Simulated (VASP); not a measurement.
Input of a VASP 6.6.1 run:

Contents of INCAR:

```
PREC = Accurate
ENCUT = 520
EDIFF = 1E-7
ISMEAR = -1
SIGMA = 0.05
LREAL = False
LASPH = True
NELM = 60
ALGO = Normal
ISIF = 2
LWAVE = False
LCHARG = True
GGA = PE
LELF = True
LVHAR = True
NBANDS = 20
```

File KPOINTS:

```
regular mesh
0
Gamma
  10 10 6
```

POSCAR

```
Ta2N
1.0
    3.1128615060      0.0000000000      0.0000000000
   -1.5564307530      2.6958171426      0.0000000000
    0.0000000000      0.0000000000      4.8698410000
Ta N
2 1
Direct
    0.3246030000      0.6534240000      0.2512930000
    0.6906880000      0.3422290000      0.7432110000
   -0.0016550000      0.0058830000      0.0039570000
```

Potentials or basis: VASP PAW PBE potentials, release 64 (Ta_pv, N).

The run is started by

```console
$ cat potpaw_PBE.64/Ta_pv/POTCAR potpaw_PBE.64/N/POTCAR > POTCAR
$ mpirun -np 1 vasp_std > vasp.out
```

(1) Predict the largest force.

(2) Predict the band gap on the k mesh.

(3) Predict the pressure.

Results:

(1) 0.778 eV/Å.

(2) zero (an odd number of electrons rules out a gap without spin polarisation).

(3) -0.1 GPa.

Caveat: the cell differs from its parent crystal (atoms moved at random); spin-orbit coupling is left out, which moves the levels of the heavy elements.
